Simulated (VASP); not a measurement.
# NaF (P6_3/mmc) in VASP: single point with r2SCAN

Aim: the single point of NaF with r2SCAN.

All numbers are computed with VASP 6.6.1; they aren't measurements. Logs are shortened: lines on timing, memory, paths and dates and some standing lists are left out, and cuts for length are marked.

### 1 The cell of the first run

It takes space group P6_3/mmc (No. 194, hexagonal). Conventional cell: a = 3.868 Å, b = 3.868 Å, c = 4.551 Å, α = 90.00°, β = 90.00°, γ = 120.00°. Na (site symmetry -6m2) has 5 F at 2.23 to 2.28 Å within 3.0 Å. Within 3.0 Å of F (site symmetry -6m2) lie 5 Na at 2.23 to 2.28 Å.

### 2 Single point, r2SCAN

POSCAR

```
NaF
1.0
    3.8680646418      0.0000000000      0.0000000000
   -1.9340323209      3.3498422433      0.0000000000
    0.0000000000      0.0000000000      4.5513806497
Na F
2 2
Direct
    0.3333333333      0.6666666667     -0.0625000000
    0.6666666667      0.3333333333      0.4375000000
    0.3333333333      0.6666666667      0.4375000000
    0.6666666667      0.3333333333      0.9375000000
```

INCAR.step1

```
SYSTEM = NaF
ALGO     = Normal         ! electronic algorithm
EDIFF    = 1E-4           ! SCF threshold, eV
ENCUT    = 520            ! plane-wave cutoff, eV
GGA      = PE             ! functional
ISMEAR   = 0              ! smearing method
LASPH    = .TRUE.         ! aspherical terms in the spheres
LCHARG   = .FALSE.        ! write CHGCAR
LREAL    = .FALSE.        ! projectors in reciprocal space
LWAVE    = .TRUE.         ! write WAVECAR
NBANDS   = 22             ! bands
NELM     = 100            ! most SCF steps
PREC     = Accurate       ! precision mode
SIGMA    = 0.01           ! smearing width, eV
```

INCAR.step2

```
SYSTEM = NaF
ALGO     = Normal         ! electronic algorithm
EDIFF    = 1E-6           ! SCF threshold, eV
ENCUT    = 520            ! plane-wave cutoff, eV
ISIF     = 2              ! what is computed and relaxed
ISMEAR   = 0              ! smearing method
ISTART   = 1            
LASPH    = .TRUE.         ! aspherical terms in the spheres
LCHARG   = .FALSE.        ! write CHGCAR
LMIXTAU  = .TRUE.       
LREAL    = .FALSE.        ! projectors in reciprocal space
LWAVE    = .FALSE.        ! write WAVECAR
METAGGA  = R2SCAN         ! meta-GGA
NBANDS   = 22             ! bands
NELM     = 100            ! most SCF steps
PREC     = Accurate       ! precision mode
SIGMA    = 0.01           ! smearing width, eV
```

KPOINTS

```
k-points
0
G
  12 12 6
  0 0 0
```

Potentials or basis: VASP PAW PBE potentials, release 64 (Na_pv, F).

Run with:

```bash
> cat potpaw_PBE.64/Na_pv/POTCAR potpaw_PBE.64/F/POTCAR > POTCAR
> cp INCAR.step1 INCAR
> mpirun -np 1 vasp_std > vasp.out
> cp INCAR.step2 INCAR
> mpirun -np 1 vasp_std > vasp.out
```

OUTCAR:

```text
SYSTEM = NaF
   EDIFF = 1E-6
   ENCUT = 520
   ISIF = 2
   ISMEAR = 0
   ISTART = 1
   LASPH = .TRUE.
   LREAL = .FALSE.
   METAGGA = R2SCAN
   NELM = 100
   PREC = Accurate

 ion  position               nearest neighbor table
   1  0.333  0.667  0.938-   4 2.23   4 2.23   4 2.23   3 2.28   3 2.28
   2  0.667  0.333  0.438-   3 2.23   3 2.23   3 2.23   4 2.28   4 2.28
   3  0.333  0.667  0.438-   2 2.23   2 2.23   2 2.23   1 2.28   1 2.28
   4  0.667  0.333  0.938-   1 2.23   1 2.23   1 2.23   2 2.28   2 2.28

  LATTYP: Found a hexagonal cell.
 ALAT       =     3.8680646418
 C/A-ratio  =     1.1766557881

  Lattice vectors:

 A1 = (   3.8680646418,   0.0000000000,   0.0000000000)
 A2 = (  -1.9340323209,   3.3498422433,   0.0000000000)
 A3 = (   0.0000000000,   0.0000000000,   4.5513806497)

Analysis of symmetry for initial positions (statically):
=====================================================================
 Subroutine PRICEL returns:
 Original cell was already a primitive cell.

 Routine SETGRP: Setting up the symmetry group for a
 hexagonal supercell.

 Subroutine GETGRP returns: Found 24 space group operations
 (whereof  6 operations were pure point group operations)
 out of a pool of 24 trial point group operations.

The static configuration has the point symmetry C_3v.
 The point group associated with its full space group is D_6h.

Analysis of symmetry for dynamics (positions and initial velocities):
=====================================================================
 Subroutine PRICEL returns:
 Original cell was already a primitive cell.

 Routine SETGRP: Setting up the symmetry group for a
 hexagonal supercell.

 Subroutine GETGRP returns: Found 24 space group operations
 (whereof  6 operations were pure point group operations)
 out of a pool of 24 trial point group operations.

The dynamic configuration has the point symmetry C_3v.
 The point group associated with its full space group is D_6h.

 Subroutine INISYM returns: Found 24 space group operations
 (whereof  6 operations are pure point group operations),
 and found     1 'primitive' translations

----------------------------------------------------------------------------------------

                                     Primitive cell

  volume of cell :      58.9741

  direct lattice vectors                    reciprocal lattice vectors
     3.868064642  0.000000000  0.000000000     0.258527220  0.149260760  0.000000000
    -1.934032321  3.349842243  0.000000000     0.000000000  0.298521521  0.000000000
     0.000000000  0.000000000  4.551380650     0.000000000  0.000000000  0.219713550

  length of vectors
     3.868064642  3.868064642  4.551380650     0.298521521  0.298521521  0.219713550

  position of ions in fractional coordinates (direct lattice)
     0.333333333  0.666666667  0.937500000
     0.666666667  0.333333333  0.437500000
     0.333333333  0.666666667  0.437500000
     0.666666667  0.333333333  0.937500000

  ion indices of the primitive-cell ions
   primitive index   ion index
                 1           1
                 2           2
                 3           3
                 4           4

----------------------------------------------------------------------------------------

 KPOINTS: k-points

Automatic generation of k-mesh.
 Grid dimensions read from file:
 generate k-points for:   12   12    6

 Generating k-lattice:

  Cartesian coordinates                     Fractional coordinates (reciprocal lattice)
     0.021543935  0.012438397  0.000000000     0.083333333  0.000000000  0.000000000
     0.000000000  0.024876793  0.000000000     0.000000000  0.083333333  0.000000000
     0.000000000  0.000000000  0.036618925     0.000000000  0.000000000  0.166666667

  Length of vectors
     0.024876793  0.024876793  0.036618925

  Shift w.r.t. Gamma in fractional coordinates (k-lattice)
     0.000000000  0.000000000  0.000000000

 Subroutine IBZKPT returns following result:
 ===========================================

 Found     76 irreducible k-points:

 Following reciprocal coordinates:
            Coordinates               Weight
  0.000000  0.000000  0.000000      1.000000
  0.083333  0.000000  0.000000      6.000000
  0.166667  0.000000  0.000000      6.000000
  0.250000 -0.000000  0.000000      6.000000
  0.333333 -0.000000  0.000000      6.000000
  0.416667  0.000000  0.000000      6.000000
[... 16 lines left out ...]
  0.250000 -0.000000  0.166667     12.000000
  0.333333 -0.000000  0.166667     12.000000
 [... further k-points ...]
   k-points           NKPTS =     76   k-points in BZ     NKDIM =     76   number of bands    NBANDS=     22
   number of dos      NEDOS =    301   number of ions     NIONS =      4
   total plane-waves  NPLWV =  32400
   dimension x,y,z NGX =    30 NGY =   30 NGZ =   36
   dimension x,y,z NGXF=    60 NGYF=   60 NGZF=   72
   ions per type =               2   2
   NGX,Y,Z   is equivalent  to a cutoff of  12.89, 12.89, 13.15 a.u.
   NGXF,Y,Z  is equivalent  to a cutoff of  25.79, 25.79, 26.30 a.u.
 SYSTEM =  NaF
   PREC   = accura    normal or accurate (medium, high low for compatibility)
   ISTART =      1    job   : 0-new  1-cont  2-samecut
   ICHARG =      0    charge: 1-file 2-atom 10-const
   ISPIN  =      1    spin polarized calculation?
   LNONCOLLINEAR =      F non collinear calculations
   LSORBIT =      F    spin-orbit coupling
   LASPH  =      T    aspherical Exc in radial PAW
   ENCUT  =  520.0 eV  38.22 Ry    6.18 a.u.   7.19  7.19  8.46*2*pi/ulx,y,z
   NELM   =    100;   NELMIN=  2; NELMDL=  0     # of ELM steps
   EDIFF  = 0.1E-05   stopping-criterion for ELM
   LREAL  =      F    real-space projection
   EDIFFG = 0.1E-04   stopping-criterion for IOM
   NSW    =      0    number of steps for IOM
   IBRION =     -1    ionic relax: 0-MD 1-quasi-New 2-CG
   NFREE  =      0    steps in history (QN), initial steepest desc. (CG)
   ISIF   =      2    stress and relaxation
   ISYM   =      2    0-nonsym 1-usesym 2-fastsym
   POTIM  = 0.5000    time-step for ionic-motion
   TEBEG  =    0.0;   TEEND  =   0.0 temperature during run
   PSTRESS=    0.0 pullay stress
   NELECT =      28.0000    total number of electrons
   NUPDOWN=      -1.0000    fix difference up-down
   EMIN   =  10.00;   EMAX   =-10.00  energy-range for DOS
   EFERMI =   0.00;   METHOD = LEGACY
   ISMEAR =     0;   SIGMA  =   0.01  broadening in eV -4-tet -1-fermi 0-gaus
   EFERMI_NEDOS =   21; number of points for ismear=-14 and -15
   IALGO  =     38    algorithm
   IMIX   =      4    mixing-type and parameters
     AMIX     =   0.40;   BMIX     =  1.00
     AMIX_MAG =   1.60;   BMIX_MAG =  1.00
  volume/ion in A,a.u.               =      14.74        99.49
  Fermi-wavevector in a.u.,A,eV,Ry     =   1.277146  2.413455 22.192477  1.631101
  Thomas-Fermi vector in A             =   2.409762
   LORBIT       =      0    0 simple, 1 ext, 2 COOP (PROOUT), +10 PAW based schemes
   METAGGA = R2SCAN    functional components
   LHFCALC =     F    Hartree Fock is set to
   AEXX    =    0.0000 exact exchange contribution
   IVDW    =     0    specifies the selected vdW correction
   LEPSILON=     F    determine dielectric tensor
   LRPA    =     F    only Hartree local field effects (RPA)
 non-spin polarized calculation
 Gauss-broadening in eV      SIGMA  =   0.01
  energy-cutoff  :      520.00
  volume of cell :       58.97
 maximum number of plane-waves:      1608
 NGX is ok and might be reduce to    30
   NGX = 15   NGY = 15   NGZ = 17

 number of electron      27.9999962 magnetization

 Free energy of the ion-electron system (eV)
  ---------------------------------------------------
  ext. energy  EPLUGINS =         0.00000000
  ---------------------------------------------------
  free energy    TOTEN  =       -24.94159974 eV

  energy without entropy =      -24.94159974  energy(sigma->0) =      -24.94159974

 E-fermi :  -3.2706     XC(G=0):  -8.7012

 val. band max:       -3.4029678266   @ k =   0.0000   0.0000   0.0000
 cond. band min:       2.9462171366   @ k =   0.0000   0.0000   0.0000
 fundamental gap:      6.3491849632
 Fermi energy:        -3.2705795096

 k-point     1 :       0.0000    0.0000    0.0000
  band No.  band energies     occupation
      1     -23.6543      2.00000
      2     -23.4339      2.00000
      3     -23.0561      2.00000
      4     -23.0119      2.00000
      5     -23.0117      2.00000
      6     -22.9641      2.00000
[... 14 lines left out ...]
     21      16.1048      0.00000
     22      16.1055      0.00000

 k-point     2 :       0.0833    0.0000    0.0000
  band No.  band energies     occupation
      1     -23.6818      2.00000
      2     -23.4849      2.00000
      3     -23.0539      2.00000
      4     -23.0132      2.00000
      5     -22.9639      2.00000
      6     -22.9610      2.00000
[... 14 lines left out ...]
     21      15.7554      0.00000
     22      15.7651      0.00000

 k-point     3 :       0.1667    0.0000    0.0000
  band No.  band energies     occupation
      1     -23.7462      2.00000
      2     -23.5908      2.00000
      3     -23.0475      2.00000
      4     -23.0167      2.00000
      5     -22.9636      2.00000
      6     -22.9322      2.00000
[... 14 lines left out ...]
     21      15.0534      0.00000
     22      15.1020      0.00000

 k-point     4 :       0.2500   -0.0000    0.0000
  band No.  band energies     occupation
      1     -23.8173      2.00000
      2     -23.7004      2.00000
      3     -23.0378      2.00000
      4     -23.0213      2.00000
      5     -22.9633      2.00000
      6     -22.9404      2.00000
[... 14 lines left out ...]
     21      14.2878      0.00000
     22      14.5194      0.00000

 k-point     5 :       0.3333   -0.0000    0.0000
  band No.  band energies     occupation
      1     -23.8747      2.00000
      2     -23.7925      2.00000
      3     -23.0260      2.00000
      4     -23.0258      2.00000
      5     -22.9632      2.00000
      6     -22.9506      2.00000
[... 417 lines left out ...]
 k-point    22 :       0.1667    0.0000    0.1667
  band No.  band energies     occupation
      1     -23.8032      2.00000
      2     -23.6881      2.00000
      3     -23.0139      2.00000
      4     -23.0131      2.00000
      5     -22.9670      2.00000
      6     -22.9418      2.00000
[... 14 lines left out ...]
     21      14.8938      0.00000
     22      15.4534      0.00000

 k-point    23 :       0.2500   -0.0000    0.1667
  band No.  band energies     occupation
      1     -23.8684      2.00000
      2     -23.7781      2.00000
      3     -23.0174      2.00000
      4     -23.0090      2.00000
      5     -22.9671      2.00000
      6     -22.9384      2.00000
[... 14 lines left out ...]
     21      14.3898      0.00000
     22      14.7311      0.00000

 k-point    24 :       0.3333   -0.0000    0.1667
  band No.  band energies     occupation
      1     -23.9225      2.00000
      2     -23.8578      2.00000
      3     -23.0215      2.00000
      4     -23.0008      2.00000
      5     -22.9673      2.00000
      6     -22.9422      2.00000
[... 14 lines left out ...]
     21      14.0051      0.00000
     22      14.1013      0.00000

 [... further k-points ...]
[... 5 lines left out ...]
  --------------------------------------------------------------------------------------
  -------------------------------------------------------------------------------------
  Total       -0.1751952     -0.1751952     -0.1983449      0.0000000      0.0000000      0.0000000
  in kB       -4.7596126     -4.7596126     -5.3885300      0.0000000      0.0000000      0.0000000
  external PRESSURE =      -4.9692517 kB  Pullay stress =       0.0000000 kB

 VOLUME and BASIS-vectors are now :
 -----------------------------------------------------------------------------
  energy-cutoff  :      520.00
  volume of cell :       58.97
      direct lattice vectors                 reciprocal lattice vectors
     3.868064642  0.000000000  0.000000000     0.258527220  0.149260760  0.000000000
    -1.934032321  3.349842243  0.000000000     0.000000000  0.298521521  0.000000000
     0.000000000  0.000000000  4.551380650     0.000000000  0.000000000  0.219713550

 POSITION                                       TOTAL-FORCE (eV/Angst)
 -----------------------------------------------------------------------------------
     -0.00000      2.23323      4.26692        -0.000000     -0.000000      0.000000
      1.93403      1.11661      1.99123         0.000000      0.000000     -0.000000
     -0.00000      2.23323      1.99123        -0.000000     -0.000000     -0.000000
      1.93403      1.11661      4.26692         0.000000     -0.000000      0.000000
 -----------------------------------------------------------------------------------
    total drift:                               -0.000000      0.000000      0.000000

  FREE ENERGIE OF THE ION-ELECTRON SYSTEM (eV)
  ---------------------------------------------------
  free  energy   TOTEN  =       -24.9415997375 eV

  energy  without entropy=      -24.9415997375  energy(sigma->0) =      -24.94159974
```

It took 5.3 min on 1 thread of Intel Xeon 8259CL, shared host; peak memory 0.22 GiB.

What came out:

```yaml
Free_energy: -24.9416 eV
Pressure: -0.5 GPa
Band_gap_on_the_k_mesh: 6.35 eV
```

Levels at points of the mesh, in eV from the valence-band top:
```
           k point  band 11  band 12  band 13  band 14  band 15  band 16  band 17  band 18
(0.00, 0.00, 0.00)    -0.60    -0.31    -0.31     0.00     6.35    13.68    13.83    16.41
(0.50, 0.00, 0.00)    -0.70    -0.60    -0.36    -0.18     9.32    11.44    13.44    16.11
(0.00, 0.00, 0.50)    -0.46    -0.46    -0.46    -0.46     8.65     8.65    17.43    17.43
(0.50, 0.00, 0.50)    -0.48    -0.48    -0.27    -0.27    10.43    10.43    13.50    13.50
```

Caveat: the structure was generated, so it needn't be the stable form of NaF; the PAW data sets were made with another functional, which shifts forces and pressure a little. A k mesh can miss the band edges.
